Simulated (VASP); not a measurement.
# Pb (Im-3m) in VASP: further runs

Pb is run at these levels: PBEsol, LDA; tasks: single point.

All numbers are computed with VASP 6.6.1; they aren't measurements. Logs are shortened: lines on timing, memory, paths and dates and some standing lists are left out, and cuts for length are marked.

### 1 The cell of the first run

The structure is cubic, space group Im-3m (No. 229). Conventional cell: a = 3.959 Å, b = 3.959 Å, c = 3.959 Å, α = 90.00°, β = 90.00°, γ = 90.00°. Pb (site symmetry m-3m) has 14 Pb at 3.43 to 3.96 Å within 4.5 Å.

### 2 Single point, PBEsol, non-collinear spin, zero start, spin-orbit coupling

INCAR

```
SYSTEM = Pb
  PREC = Accurate
  ENCUT = 520
  EDIFF = 1E-7
  ISMEAR = -1
  SIGMA = 0.05
  LREAL = .False.
  LASPH = .True.
  NELM = 150
  ALGO = Normal
  ISIF = 2
  LWAVE = .False.
  LCHARG = .False.
  MAGMOM = 0 0 0
  LORBIT = 11
  LSORBIT = .True.
  GGA_COMPAT = .False.
  LORBMOM = .True.
  GGA = PS
  NBANDS = 25
```

KPOINTS

```
regular mesh
0
Gamma
  7 7 7
  0 0 0
```

POSCAR

```
Pb
1.0
   -1.9796595667      1.9796595667      1.9796595667
    1.9796595667     -1.9796595667      1.9796595667
    1.9796595667      1.9796595667     -1.9796595667
Pb
1
Direct
    0.0000000000      0.0000000000      0.0000000000
```

Potentials or basis: VASP PAW PBE potentials, release 64 (Pb_d).

Command:

```sh
> cat potpaw_PBE.64/Pb_d/POTCAR > POTCAR
> mpirun -np 1 vasp_ncl > vasp.out
```

OUTCAR:

```text
SYSTEM = Pb
   PREC = Accurate
   ENCUT = 520
   EDIFF = 1E-7
   ISMEAR = -1
   LREAL = .False.
   LASPH = .True.
   NELM = 150
   ISIF = 2
   LORBIT = 11
   LSORBIT = .True.
   GGA = PS

 ion  position               nearest neighbor table
   1  0.000  0.000  0.000-

  LATTYP: Found a body centered cubic cell.
 ALAT       =     3.9593191334

  Lattice vectors:

 A1 = (  -1.9796595667,   1.9796595667,   1.9796595667)
 A2 = (   1.9796595667,  -1.9796595667,   1.9796595667)
 A3 = (   1.9796595667,   1.9796595667,  -1.9796595667)

Analysis of symmetry for initial positions (statically):
=====================================================================
 Subroutine PRICEL returns:
 Original cell was already a primitive cell.

 Routine SETGRP: Setting up the symmetry group for a
 body centered cubic supercell.

 Subroutine GETGRP returns: Found 48 space group operations
 (whereof 48 operations were pure point group operations)
 out of a pool of 48 trial point group operations.

The static configuration has the point symmetry O_h .

Analysis of symmetry for dynamics (positions and initial velocities):
=====================================================================
 Subroutine PRICEL returns:
 Original cell was already a primitive cell.

 Routine SETGRP: Setting up the symmetry group for a
 body centered cubic supercell.

 Subroutine GETGRP returns: Found 48 space group operations
 (whereof 48 operations were pure point group operations)
 out of a pool of 48 trial point group operations.

The dynamic configuration has the point symmetry O_h .

Analysis of structural, dynamic, and magnetic symmetry:
=====================================================================
 Subroutine PRICEL returns:
 Original cell was already a primitive cell.

 Routine SETGRP: Setting up the symmetry group for a
 body centered cubic supercell.

 Subroutine GETGRP returns: Found 48 space group operations
 (whereof 48 operations were pure point group operations)
 out of a pool of 48 trial point group operations.

The overall configuration has the point symmetry O_h .

 Subroutine INISYM returns: Found 48 space group operations
 (whereof 48 operations are pure point group operations),
 and found     1 'primitive' translations

----------------------------------------------------------------------------------------

                                     Primitive cell

  volume of cell :      31.0336

  direct lattice vectors                    reciprocal lattice vectors
    -1.979659567  1.979659567  1.979659567     0.000000000  0.252568678  0.252568678
     1.979659567 -1.979659567  1.979659567     0.252568678  0.000000000  0.252568678
     1.979659567  1.979659567 -1.979659567     0.252568678  0.252568678  0.000000000

  length of vectors
     3.428870951  3.428870951  3.428870951     0.357186050  0.357186050  0.357186050

  position of ions in fractional coordinates (direct lattice)
     0.000000000  0.000000000  0.000000000

  ion indices of the primitive-cell ions
   primitive index   ion index
                 1           1

----------------------------------------------------------------------------------------

 KPOINTS: regular mesh

Automatic generation of k-mesh.
 Grid dimensions read from file:
 generate k-points for:    7    7    7

 Generating k-lattice:

  Cartesian coordinates                     Fractional coordinates (reciprocal lattice)
     0.000000000  0.036081240  0.036081240     0.142857143  0.000000000  0.000000000
     0.036081240  0.000000000  0.036081240     0.000000000  0.142857143  0.000000000
     0.036081240  0.036081240  0.000000000     0.000000000  0.000000000  0.142857143

  Length of vectors
     0.051026579  0.051026579  0.051026579

  Shift w.r.t. Gamma in fractional coordinates (k-lattice)
     0.000000000  0.000000000  0.000000000

 Subroutine IBZKPT returns following result:
 ===========================================

 Found     20 irreducible k-points:

 Following reciprocal coordinates:
            Coordinates               Weight
  0.000000  0.000000  0.000000      1.000000
  0.142857  0.000000  0.000000     12.000000
  0.285714  0.000000  0.000000     12.000000
  0.428571  0.000000  0.000000     12.000000
  0.142857  0.142857  0.000000     24.000000
  0.285714  0.142857 -0.000000     48.000000
[... 12 lines left out ...]
 -0.428571 -0.428571  0.285714      8.000000
 -0.428571  0.428571  0.428571      6.000000
   k-points           NKPTS =     20   k-points in BZ     NKDIM =     20   number of bands    NBANDS=     25
   number of dos      NEDOS =    301   number of ions     NIONS =      1
   total plane-waves  NPLWV =  21952
   dimension x,y,z NGX =    28 NGY =   28 NGZ =   28
   dimension x,y,z NGXF=    56 NGYF=   56 NGZF=   56
   ions per type =               1
   NGX,Y,Z   is equivalent  to a cutoff of  13.58, 13.58, 13.58 a.u.
   NGXF,Y,Z  is equivalent  to a cutoff of  27.15, 27.15, 27.15 a.u.
 SYSTEM =  Pb
   PREC   = accura    normal or accurate (medium, high low for compatibility)
   ISTART =      0    job   : 0-new  1-cont  2-samecut
   ICHARG =      2    charge: 1-file 2-atom 10-const
   ISPIN  =      1    spin polarized calculation?
   LNONCOLLINEAR =      T non collinear calculations
   LSORBIT =      T    spin-orbit coupling
   LASPH  =      T    aspherical Exc in radial PAW
   ENCUT  =  520.0 eV  38.22 Ry    6.18 a.u.   6.38  6.38  6.38*2*pi/ulx,y,z
   NELM   =    150;   NELMIN=  2; NELMDL= -5     # of ELM steps
   EDIFF  = 0.1E-06   stopping-criterion for ELM
   LREAL  =      F    real-space projection
   EDIFFG = 0.1E-05   stopping-criterion for IOM
   NSW    =      0    number of steps for IOM
   IBRION =     -1    ionic relax: 0-MD 1-quasi-New 2-CG
   NFREE  =      0    steps in history (QN), initial steepest desc. (CG)
   ISIF   =      2    stress and relaxation
   ISYM   =      2    0-nonsym 1-usesym 2-fastsym
   POTIM  = 0.5000    time-step for ionic-motion
   TEBEG  =    0.0;   TEEND  =   0.0 temperature during run
   PSTRESS=    0.0 pullay stress
   NELECT =      14.0000    total number of electrons
   NUPDOWN=      -1.0000    fix difference up-down
   EMIN   =  10.00;   EMAX   =-10.00  energy-range for DOS
   EFERMI =   0.00;   METHOD = LEGACY
   ISMEAR =    -1;   SIGMA  =   0.05  broadening in eV -4-tet -1-fermi 0-gaus
   EFERMI_NEDOS =   21; number of points for ismear=-14 and -15
   IALGO  =     38    algorithm
   IMIX   =      4    mixing-type and parameters
     AMIX     =   0.40;   BMIX     =  1.00
     AMIX_MAG =   1.60;   BMIX_MAG =  1.00
  volume/ion in A,a.u.               =      31.03       209.42
  Fermi-wavevector in a.u.,A,eV,Ry     =   1.255568  2.372680 21.448927  1.576452
  Thomas-Fermi vector in A             =   2.389319
   LORBIT       =     11    0 simple, 1 ext, 2 COOP (PROOUT), +10 PAW based schemes
   GGA     = PS    functional components
   LHFCALC =     F    Hartree Fock is set to
   AEXX    =    0.0000 exact exchange contribution
   IVDW    =     0    specifies the selected vdW correction
   LEPSILON=     F    determine dielectric tensor
   LRPA    =     F    only Hartree local field effects (RPA)
  energy-cutoff  :      520.00
  volume of cell :       31.03
 maximum number of plane-waves:      1774
 NGX is ok and might be reduce to    28
   NGX = 13   NGY = 13   NGZ = 13

 number of electron      14.0000000 magnetization       0.0000000      0.0000000      0.0000000

 number of electron      14.0000002 magnetization      -0.0000000      0.0000000     -0.0000000

 number of electron      14.0000002 magnetization       0.0000000     -0.0000000      0.0000000

 Free energy of the ion-electron system (eV)
  ---------------------------------------------------
  ext. energy  EPLUGINS =         0.00000000
  ---------------------------------------------------
  free energy    TOTEN  =        -4.51864459 eV

  energy without entropy =       -4.51219447  energy(sigma->0) =       -4.51541953

 E-fermi :   6.8261     XC(G=0): -10.2156

 val. band max:        6.8255705536   @ k =  -0.2857   0.2857   0.2857
 cond. band min:       6.8823148779   @ k =  -0.2857   0.2857   0.1429
 fundamental gap:      0.0567443243
 Fermi energy:         6.8260721527

 k-point     1 :       0.0000    0.0000    0.0000
  band No.  band energies     occupation
      1     -11.5499      1.00000
      2     -11.5499      1.00000
      3     -11.5499      1.00000
      4     -11.5499      1.00000
      5      -9.1075      1.00000
      6      -9.1075      1.00000
[... 17 lines left out ...]
     24      17.9295      0.00000
     25      18.3805      0.00000

 k-point     2 :       0.1429    0.0000    0.0000
  band No.  band energies     occupation
      1     -11.5469      1.00000
      2     -11.5469      1.00000
      3     -11.5328      1.00000
      4     -11.5328      1.00000
      5      -9.0827      1.00000
      6      -9.0827      1.00000
[... 17 lines left out ...]
     24      17.7997      0.00000
     25      19.8719      0.00000

 k-point     3 :       0.2857    0.0000    0.0000
  band No.  band energies     occupation
      1     -11.5419      1.00000
      2     -11.5419      1.00000
      3     -11.4993      1.00000
      4     -11.4993      1.00000
      5      -9.0470      1.00000
      6      -9.0470      1.00000
[... 440 lines left out ...]
 k-point    19 :      -0.4286   -0.4286    0.2857
  band No.  band energies     occupation
      1     -11.4916      1.00000
      2     -11.4916      1.00000
      3     -11.4749      1.00000
      4     -11.4749      1.00000
      5      -9.0149      1.00000
      6      -9.0149      1.00000
[... 17 lines left out ...]
     24      20.1331      0.00000
     25      23.6984      0.00000

 k-point    20 :      -0.4286    0.4286    0.4286
  band No.  band energies     occupation
      1     -11.4831      1.00000
      2     -11.4831      1.00000
      3     -11.4794      1.00000
      4     -11.4794      1.00000
      5      -8.9864      1.00000
      6      -8.9864      1.00000
[... 17 lines left out ...]
     24      22.9038      0.00000
     25      24.0691      0.00000

------------------------ aborting loop because EDIFF is reached ----------------------------------------

  FORCE on cell =-STRESS in cart. coord.  units (eV):
  Direction    XX          YY          ZZ          XY          YZ          ZX
  --------------------------------------------------------------------------------------
  -------------------------------------------------------------------------------------
  Total       -0.3132977     -0.3132977     -0.3132977      0.0000000      0.0000000     -0.0000000
  in kB      -16.1747023    -16.1747023    -16.1747023      0.0000000      0.0000000     -0.0000000
  external PRESSURE =     -16.1747023 kB  Pullay stress =       0.0000000 kB

 VOLUME and BASIS-vectors are now :
 -----------------------------------------------------------------------------
  energy-cutoff  :      520.00
  volume of cell :       31.03
      direct lattice vectors                 reciprocal lattice vectors
    -1.979659567  1.979659567  1.979659567     0.000000000  0.252568678  0.252568678
     1.979659567 -1.979659567  1.979659567     0.252568678  0.000000000  0.252568678
     1.979659567  1.979659567 -1.979659567     0.252568678  0.252568678  0.000000000

 POSITION                                       TOTAL-FORCE (eV/Angst)
 -----------------------------------------------------------------------------------
      0.00000      0.00000      0.00000        -0.000000      0.000000     -0.000000
 -----------------------------------------------------------------------------------
    total drift:                               -0.000000     -0.000000     -0.000000

  FREE ENERGIE OF THE ION-ELECTRON SYSTEM (eV)
  ---------------------------------------------------
  free  energy   TOTEN  =        -4.5186445912 eV

  energy  without entropy=       -4.5121944663  energy(sigma->0) =       -4.51541953

 orbital moment (x)

 # of ion     p       d       tot
 ----------------------------------------
  1         0.000   0.000   0.000
 ----------------------------------------
            0.000   0.000   0.000

 orbital moment (y)

 # of ion     p       d       tot
 ----------------------------------------
  1         0.000   0.000   0.000
 ----------------------------------------
            0.000   0.000   0.000

 orbital moment (z)

 # of ion     p       d       tot
 ----------------------------------------
  1        -0.000   0.000  -0.000
 ----------------------------------------
           -0.000   0.000  -0.000

 Spin-Orbit-Coupling matrix elements

 Ion:    1  E_soc:     -1.1499916
 l=   1
     0.0000000    -0.1239516    -0.1239516
    -0.1239516     0.0000000    -0.1239516
    -0.1239516    -0.1239516     0.0000000
 l=   2
     0.0000000    -0.0135404     0.0000000    -0.0135404    -0.0541732
    -0.0135404     0.0000000    -0.0406299    -0.0135404    -0.0135433
     0.0000000    -0.0406299     0.0000000    -0.0406299     0.0000000
    -0.0135404    -0.0135404    -0.0406299     0.0000000    -0.0135433
    -0.0541732    -0.0135433     0.0000000    -0.0135433     0.0000000
 l=   3
     0.0000000     0.0000000     0.0000000     0.0000000     0.0000000     0.0000000     0.0000000
     0.0000000     0.0000000     0.0000000     0.0000000     0.0000000     0.0000000     0.0000000
     0.0000000     0.0000000     0.0000000     0.0000000     0.0000000     0.0000000     0.0000000
     0.0000000     0.0000000     0.0000000     0.0000000     0.0000000     0.0000000     0.0000000
     0.0000000     0.0000000     0.0000000     0.0000000     0.0000000     0.0000000     0.0000000
     0.0000000     0.0000000     0.0000000     0.0000000     0.0000000     0.0000000     0.0000000
     0.0000000     0.0000000     0.0000000     0.0000000     0.0000000     0.0000000     0.0000000

 total charge

# of ion       s       p       d       tot
------------------------------------------
    1        1.382   0.752   9.808  11.942

 magnetization (x)

# of ion       s       p       d       tot
------------------------------------------
    1       -0.000  -0.000   0.000  -0.000

 magnetization (y)

# of ion       s       p       d       tot
------------------------------------------
    1        0.000  -0.000   0.000   0.000

 magnetization (z)

# of ion       s       p       d       tot
------------------------------------------
    1        0.000  -0.000   0.000   0.000
```

It took 26 s on 1 thread of Intel Xeon Platinum 8488C (Sapphire Rapids), shared host; peak memory 0.24 GiB.

Results:

| Property | Result |
| --- | --- |
| Free energy | -4.5186 eV |
| Pressure | -1.6 GPa |
| Net moment | 0.00 μB per cell |
| Valence electrons inside the program's atomic spheres | Pb 11.94 |

Moments on the atoms (μB; x, y, z):
```
Pb  0.00 0.00 0.00
```

Caveat: the PAW data sets were made with another functional, which shifts forces and pressure a little.

### 3 Single point, LDA (volume scaled by 0.94)

INCAR

```
SYSTEM = Pb
PREC     = Accurate       ! precision mode
ENCUT    = 520            ! plane-wave cutoff, eV
EDIFF    = 1E-6           ! SCF threshold, eV
ISMEAR   = -1             ! smearing method
SIGMA    = 0.05           ! smearing width, eV
LREAL    = .False.        ! projectors in reciprocal space
LASPH    = .True.         ! aspherical terms in the spheres
NELM     = 100            ! most SCF steps
ALGO     = Fast           ! electronic algorithm
ISIF     = 2              ! what is computed and relaxed
LWAVE    = .False.        ! write WAVECAR
LCHARG   = .True.         ! write CHGCAR
GGA      = CA             ! functional
LELF     = .True.         ! ELF
LVHAR    = .True.       
NBANDS   = 13             ! bands
```

KPOINTS

```
regular mesh
0
Gamma
  9 9 9
  0 0 0
```

POSCAR

```
Pb
1.0
   -1.9392470115      1.9392470115      1.9392470115
    1.9392470115     -1.9392470115      1.9392470115
    1.9392470115      1.9392470115     -1.9392470115
Pb
1
Direct
    0.0000000000      0.0000000000      0.0000000000
```

Potentials or basis: VASP PAW LDA potentials, release 64 (Pb_d).

Command:

```sh
> cat potpaw_LDA.64/Pb_d/POTCAR > POTCAR
> mpirun -np 1 vasp_std > vasp.out
```

Wall time 9.2 s (1 thread of Intel Xeon Platinum 8488C (Sapphire Rapids), shared host); peak memory 0.14 GiB.

Results (log left out):

```yaml
Free_energy: -4.2055 eV
Pressure: -0.7 GPa
Band_gap_on_the_k_mesh: zero (band 7 reaches 15.36 eV, above the bottom of band 8 at 5.29 eV)
```

Levels at points of the mesh, in eV from the Fermi level:
| k point | band 4 | band 5 | band 6 | band 7 | band 8 | band 9 | band 10 | band 11 |
| --- | --- | --- | --- | --- | --- | --- | --- | --- |
| (0.00, 0.00, 0.00) | -16.89 | -16.89 | -12.09 | 7.87 | 7.87 | 7.87 | 11.17 | 11.17 |

Caveat: spin-orbit coupling is left out, which moves the levels of the heavy elements.

(Continued in part 2 of 2.)
